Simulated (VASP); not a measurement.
**Al: single point with PBEsol**

Crystal: Al.

```xyz
1
Lattice="-1.6071 1.6071 1.6071 1.6071 -1.6071 1.6071 1.6071 1.6071 -1.6071" Properties=species:S:1:pos:R:3 pbc="T T T"
Al    0.0000    0.0000    0.0000
```

```json
{"Program": "VASP 6.6.1", "Task": "single point", "Functional": "PBEsol", "Potentials or basis": "VASP PAW PBE potentials, release 64 (Al)", "Cutoff": "520 eV", "k mesh": "18 × 18 × 18", "Occupations": "gaussian, width 0.1 eV", "Spin": "no spin polarisation"}
```

The pressure is 0.0 GPa.

Levels at points of the mesh, in eV from the Fermi level:
```csv
k point,band 1,band 2,band 3,band 4,band 5,band 6
"(0.00, 0.00, 0.00)",-11.09,13.20,13.20,13.20,14.58,14.58
"(0.50, 0.00, 0.00)",-4.30,-3.86,8.10,8.23,9.91,11.35
"(0.50, 0.50, 0.50)",1.85,1.85,1.85,2.97,2.97,5.51
```

Run time: 20 s on 1 thread of Intel Xeon 8259CL, on a shared host, peak memory 0.14 GiB.

Caveat: the PAW data sets were made with another functional, which shifts forces and pressure a little.
